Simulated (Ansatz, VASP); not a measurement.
## One calculation of Ni, two programs

```xyz
1
Lattice="0.0000 1.7671 1.7671 1.7671 0.0000 1.7671 1.7671 1.7671 0.0000" Properties=species:S:1:pos:R:3 pbc="T T T"
Ni    0.0000    0.0000    0.0000
```

Alike in both runs: task single point; functional r2SCAN; k mesh 11 × 11 × 11; occupations fermi-dirac, width 0.05 eV; collinear spin.

|  | VASP | Ansatz |
| --- | --- | --- |
| version | VASP 6.6.1 | Ansatz 0.2.0 |
| potentials or method | VASP PAW PBE potentials, release 64 (Ni), cutoff 520 eV | PAW, plane waves, scalar-relativistic |
| valence electrons in the cell | 10 | 18 |

VASP gave:

```
pressure (GPa)                                                : -8.6
net moment per atom (μB)                                      : 0.77
size of the moment on the site where the two differ most (μB) : 0.79
```

Task: Which values does Ansatz return?

Result: Pressure (GPa): -8.7; net moment per atom (μB): 0.80; size of the moment on the site where the two differ most (μB): 0.87.

VASP's potentials were made for PBE, not for r2SCAN. Site moments also hang on the region over which each program counts them. With one functional, cell and mesh, what is left measures potentials, basis and numerics. VASP's potentials hold 10 valence electrons a cell and Ansatz's 18, so a difference there can come from the potentials and not from the codes. Ansatz's warnings: stability check not made.
